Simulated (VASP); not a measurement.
# Sb (R-3m) in VASP: single point with LDA

Aim: the single point of Sb with LDA.

Everything below comes from runs of VASP 6.6.1. Logs are shortened: lines on timing, memory, paths and dates and some standing lists are left out, and cuts for length are marked.

## 1. The cell of the first run

The structure is trigonal, space group R-3m (No. 166). Conventional cell: a = 4.292 Å, b = 4.292 Å, c = 11.096 Å, α = 90.00°, β = 90.00°, γ = 120.00°. Sb (site symmetry 3m) has 6 Sb at 2.89 to 3.32 Å within 3.8 Å.

## 2. Single point, LDA

Input file INCAR:

```
ALGO = Normal ; EDIFF = 1E-6
ENCUT = 500 ; GGA_COMPAT = False
ISIF = 2 ; ISMEAR = 0
LASPH = True ; LCHARG = True
LELF = True ; LREAL = False
LVHAR = True ; LWAVE = False
NBANDS = 22 ; NELM = 120
PREC = Accurate ; SIGMA = 0.05
```

Input file KPOINTS:

```
k-points
0
Gamma
  6 6 6
```

Input file POSCAR:

```
Sb
1.0
    2.1459927757      1.2389895067      3.6987703436
   -2.1459927757      1.2389895067      3.6987703436
    0.0000000000     -2.4779790134      3.6987703436
Sb
2
Direct
    0.2339707373      0.2339707373      0.2339707373
    0.7660292627      0.7660292627      0.7660292627
```

Potentials or basis: VASP PAW LDA potentials, release 64 (Sb_d_GW).

Run with:

```
> cat potpaw_LDA.64/Sb_d_GW/POTCAR > POTCAR
> mpirun -np 1 vasp_std > vasp.out
```

OUTCAR:

```text
EDIFF = 1E-6
   ENCUT = 500
   ISIF = 2
   ISMEAR = 0
   LASPH = True
   LREAL = False
   NELM = 120
   PREC = Accurate

 ion  position               nearest neighbor table
   1  0.234  0.234  0.234-   2 2.89   2 2.89   2 2.89   2 3.32   2 3.32   2 3.32
   2  0.766  0.766  0.766-   1 2.89   1 2.89   1 2.89   1 3.32   1 3.32   1 3.32

  LATTYP: Found a trigonal (rhomboedric) cell.
 ALAT       =     4.4521098421
 COS(alpha) =     0.5353191602

  Lattice vectors:

 A1 = (   2.1459927757,   1.2389895067,   3.6987703436)
 A2 = (  -2.1459927757,   1.2389895067,   3.6987703436)
 A3 = (   0.0000000000,  -2.4779790134,   3.6987703436)

Analysis of symmetry for initial positions (statically):
=====================================================================
 Subroutine PRICEL returns:
 Original cell was already a primitive cell.

 Routine SETGRP: Setting up the symmetry group for a
 trigonal (rhombohedral) supercell.

 Subroutine GETGRP returns: Found 12 space group operations
 (whereof 12 operations were pure point group operations)
 out of a pool of 12 trial point group operations.

The static configuration has the point symmetry D_3d.

Analysis of symmetry for dynamics (positions and initial velocities):
=====================================================================
 Subroutine PRICEL returns:
 Original cell was already a primitive cell.

 Routine SETGRP: Setting up the symmetry group for a
 trigonal (rhombohedral) supercell.

 Subroutine GETGRP returns: Found 12 space group operations
 (whereof 12 operations were pure point group operations)
 out of a pool of 12 trial point group operations.

The dynamic configuration has the point symmetry D_3d.

 Subroutine INISYM returns: Found 12 space group operations
 (whereof 12 operations are pure point group operations),
 and found     1 'primitive' translations

----------------------------------------------------------------------------------------

                                     Primitive cell

  volume of cell :      59.0071

  direct lattice vectors                    reciprocal lattice vectors
     2.145992776  1.238989507  3.698770344     0.232992397  0.134518223  0.090120041
    -2.145992776  1.238989507  3.698770344    -0.232992397  0.134518223  0.090120041
     0.000000000 -2.477979013  3.698770344     0.000000000 -0.269036446  0.090120041

  length of vectors
     4.452109842  4.452109842  4.452109842     0.283729151  0.283729151  0.283729151

  position of ions in fractional coordinates (direct lattice)
     0.233970737  0.233970737  0.233970737
     0.766029263  0.766029263  0.766029263

  ion indices of the primitive-cell ions
   primitive index   ion index
                 1           1
                 2           2

----------------------------------------------------------------------------------------

 KPOINTS: k-points

Automatic generation of k-mesh.
 Grid dimensions read from file:
 generate k-points for:    6    6    6

 Generating k-lattice:

  Cartesian coordinates                     Fractional coordinates (reciprocal lattice)
     0.038832066  0.022419704  0.015020007     0.166666667  0.000000000 -0.000000000
    -0.038832066  0.022419704  0.015020007     0.000000000  0.166666667 -0.000000000
     0.000000000 -0.044839408  0.015020007    -0.000000000 -0.000000000  0.166666667

  Length of vectors
     0.047288192  0.047288192  0.047288192

  Shift w.r.t. Gamma in fractional coordinates (k-lattice)
     0.000000000  0.000000000  0.000000000

 Subroutine IBZKPT returns following result:
 ===========================================

 Found     32 irreducible k-points:

 Following reciprocal coordinates:
            Coordinates               Weight
  0.000000  0.000000  0.000000      1.000000
  0.166667  0.000000  0.000000      6.000000
  0.333333 -0.000000  0.000000      6.000000
  0.500000 -0.000000  0.000000      3.000000
  0.166667  0.166667  0.000000      6.000000
  0.333333  0.166667  0.000000     12.000000
[... 16 lines left out ...]
  0.500000  0.500000  0.166667      6.000000
 -0.333333  0.500000  0.166667     12.000000
 [... further k-points ...]
   k-points           NKPTS =     32   k-points in BZ     NKDIM =     32   number of bands    NBANDS=     22
   number of dos      NEDOS =    301   number of ions     NIONS =      2
   total plane-waves  NPLWV =  32768
   dimension x,y,z NGX =    32 NGY =   32 NGZ =   32
   dimension x,y,z NGXF=    64 NGYF=   64 NGZF=   64
   ions per type =               2
   NGX,Y,Z   is equivalent  to a cutoff of  11.95, 11.95, 11.95 a.u.
   NGXF,Y,Z  is equivalent  to a cutoff of  23.90, 23.90, 23.90 a.u.
 SYSTEM =  unknown system
   PREC   = accura    normal or accurate (medium, high low for compatibility)
   ISTART =      0    job   : 0-new  1-cont  2-samecut
   ICHARG =      2    charge: 1-file 2-atom 10-const
   ISPIN  =      1    spin polarized calculation?
   LNONCOLLINEAR =      F non collinear calculations
   LSORBIT =      F    spin-orbit coupling
   LASPH  =      T    aspherical Exc in radial PAW
   ENCUT  =  500.0 eV  36.75 Ry    6.06 a.u.   8.12  8.12  8.12*2*pi/ulx,y,z
   NELM   =    120;   NELMIN=  2; NELMDL= -5     # of ELM steps
   EDIFF  = 0.1E-05   stopping-criterion for ELM
   LREAL  =      F    real-space projection
   EDIFFG = 0.1E-04   stopping-criterion for IOM
   NSW    =      0    number of steps for IOM
   IBRION =     -1    ionic relax: 0-MD 1-quasi-New 2-CG
   NFREE  =      0    steps in history (QN), initial steepest desc. (CG)
   ISIF   =      2    stress and relaxation
   ISYM   =      2    0-nonsym 1-usesym 2-fastsym
   POTIM  = 0.5000    time-step for ionic-motion
   TEBEG  =    0.0;   TEEND  =   0.0 temperature during run
   PSTRESS=    0.0 pullay stress
   NELECT =      30.0000    total number of electrons
   NUPDOWN=      -1.0000    fix difference up-down
   EMIN   =  10.00;   EMAX   =-10.00  energy-range for DOS
   EFERMI =   0.00;   METHOD = LEGACY
   ISMEAR =     0;   SIGMA  =   0.05  broadening in eV -4-tet -1-fermi 0-gaus
   EFERMI_NEDOS =   21; number of points for ismear=-14 and -15
   IALGO  =     38    algorithm
   IMIX   =      4    mixing-type and parameters
     AMIX     =   0.40;   BMIX     =  1.00
     AMIX_MAG =   1.60;   BMIX_MAG =  1.00
  volume/ion in A,a.u.               =      29.50       199.10
  Fermi-wavevector in a.u.,A,eV,Ry     =   1.306613  2.469141 23.228388  1.707238
  Thomas-Fermi vector in A             =   2.437404
   LORBIT       =      0    0 simple, 1 ext, 2 COOP (PROOUT), +10 PAW based schemes
   GGA     = CA    functional components
   LHFCALC =     F    Hartree Fock is set to
   AEXX    =    0.0000 exact exchange contribution
   IVDW    =     0    specifies the selected vdW correction
   LEPSILON=     F    determine dielectric tensor
   LRPA    =     F    only Hartree local field effects (RPA)
 non-spin polarized calculation
 Gauss-broadening in eV      SIGMA  =   0.05
  energy-cutoff  :      500.00
  volume of cell :       59.01
 maximum number of plane-waves:      1514
   NGX = 17   NGY = 17   NGZ = 17

 number of electron      29.9999983 magnetization

 Free energy of the ion-electron system (eV)
  ---------------------------------------------------
  ext. energy  EPLUGINS =         0.00000000
  ---------------------------------------------------
  free energy    TOTEN  =        -9.65689949 eV

  energy without entropy =       -9.65594941  energy(sigma->0) =       -9.65642445

 E-fermi :   5.4331     XC(G=0): -10.2633

 val. band max:        5.4269043459   @ k =   0.5000   0.5000   0.5000
 cond. band min:       5.4506821683   @ k =   0.3333   0.1667   0.1667
 fundamental gap:      0.0237778224
 Fermi energy:         5.4331481505

 k-point     1 :       0.0000    0.0000    0.0000
  band No.  band energies     occupation
      1     -23.9918      2.00000
      2     -23.9918      2.00000
      3     -23.8941      2.00000
      4     -23.8941      2.00000
      5     -23.8689      2.00000
      6     -23.7713      2.00000
[... 14 lines left out ...]
     21      10.6732      0.00000
     22      11.9124      0.00000

 k-point     2 :       0.1667    0.0000    0.0000
  band No.  band energies     occupation
      1     -23.9797      2.00000
      2     -23.9748      2.00000
      3     -23.8883      2.00000
      4     -23.8844      2.00000
      5     -23.8614      2.00000
      6     -23.7792      2.00000
[... 14 lines left out ...]
     21      10.8385      0.00000
     22      13.8341      0.00000

 k-point     3 :       0.3333   -0.0000    0.0000
  band No.  band energies     occupation
      1     -23.9509      2.00000
      2     -23.9294      2.00000
      3     -23.8759      2.00000
      4     -23.8592      2.00000
      5     -23.8406      2.00000
      6     -23.8053      2.00000
[... 14 lines left out ...]
     21      12.4751      0.00000
     22      16.2218      0.00000

 k-point     4 :       0.5000   -0.0000    0.0000
  band No.  band energies     occupation
      1     -23.9327      2.00000
      2     -23.8847      2.00000
      3     -23.8682      2.00000
      4     -23.8474      2.00000
      5     -23.8332      2.00000
      6     -23.8235      2.00000
[... 14 lines left out ...]
     21      14.6161      0.00000
     22      14.7650      0.00000

 k-point     5 :       0.1667    0.1667    0.0000
  band No.  band energies     occupation
      1     -23.9900      2.00000
      2     -23.9590      2.00000
      3     -23.8920      2.00000
      4     -23.8802      2.00000
      5     -23.8586      2.00000
      6     -23.7828      2.00000
[... 417 lines left out ...]
 k-point    22 :      -0.1667    0.3333    0.1667
  band No.  band energies     occupation
      1     -23.9685      2.00000
      2     -23.8821      2.00000
      3     -23.8784      2.00000
      4     -23.8480      2.00000
      5     -23.8378      2.00000
      6     -23.8216      2.00000
[... 14 lines left out ...]
     21      13.8370      0.00000
     22      14.9249      0.00000

 k-point    23 :       0.5000    0.5000    0.1667
  band No.  band energies     occupation
      1     -23.9741      2.00000
      2     -23.9090      2.00000
      3     -23.8866      2.00000
      4     -23.8494      2.00000
      5     -23.8337      2.00000
      6     -23.8071      2.00000
[... 14 lines left out ...]
     21      14.8697      0.00000
     22      15.7431      0.00000

 k-point    24 :      -0.3333    0.5000    0.1667
  band No.  band energies     occupation
      1     -23.9673      2.00000
      2     -23.9018      2.00000
      3     -23.8791      2.00000
      4     -23.8498      2.00000
      5     -23.8250      2.00000
      6     -23.8190      2.00000
[... 14 lines left out ...]
     21      15.7547      0.00000
     22      16.3117      0.00000

 [... further k-points ...]
[... 5 lines left out ...]
  --------------------------------------------------------------------------------------
  -------------------------------------------------------------------------------------
  Total       -0.0153637     -0.0153637     -0.0397511     -0.0000000      0.0000000     -0.0000000
  in kB       -0.4171587     -0.4171587     -1.0793316     -0.0000000      0.0000000     -0.0000000
  external PRESSURE =      -0.6378830 kB  Pullay stress =       0.0000000 kB

 VOLUME and BASIS-vectors are now :
 -----------------------------------------------------------------------------
  energy-cutoff  :      500.00
  volume of cell :       59.01
      direct lattice vectors                 reciprocal lattice vectors
     2.145992776  1.238989507  3.698770344     0.232992397  0.134518223  0.090120041
    -2.145992776  1.238989507  3.698770344    -0.232992397  0.134518223  0.090120041
     0.000000000 -2.477979013  3.698770344     0.000000000 -0.269036446  0.090120041

 POSITION                                       TOTAL-FORCE (eV/Angst)
 -----------------------------------------------------------------------------------
      0.00000      0.00000      2.59621         0.000000     -0.000000      0.012203
      0.00000      0.00000      8.50010         0.000000      0.000000     -0.012203
 -----------------------------------------------------------------------------------
    total drift:                               -0.000000     -0.000000      0.000000

  FREE ENERGIE OF THE ION-ELECTRON SYSTEM (eV)
  ---------------------------------------------------
  free  energy   TOTEN  =        -9.6568994935 eV

  energy  without entropy=       -9.6559494066  energy(sigma->0) =       -9.65642445
```

Wall time 34 s (1 thread of Intel Xeon Platinum 8488C (Sapphire Rapids), shared host); peak memory 0.18 GiB.

What came out:

- Free energy: -9.6569 eV
- Pressure: -0.1 GPa
- Largest force: 0.012 eV/Å
- Band gap on the k mesh: zero (bands 15 and 16 overlap by 0.28 eV)

Forces on the atoms (eV/Å):
```
Sb   0.000  0.000  0.012
Sb   0.000  0.000 -0.012
```

Levels at points of the mesh, in eV from the Fermi level:
```csv
k point,band 13,band 14,band 15,band 16,band 17,band 18
"(0.00, 0.00, 0.00)",-2.08,-1.90,-1.90,2.11,2.70,2.70
"(0.50, 0.00, 0.00)",-1.97,-1.81,-0.35,-0.26,0.16,0.37
"(0.50, 0.50, 0.00)",-5.63,-3.86,-3.81,1.47,4.98,5.50
"(0.50, 0.50, 0.50)",-1.38,-1.38,-0.56,-0.01,-0.01,1.00
```

Caveat: spin-orbit coupling is left out, which moves the levels of the heavy elements.

The gap in the log of VASP goes by the Fermi energy; the results here count the filled bands.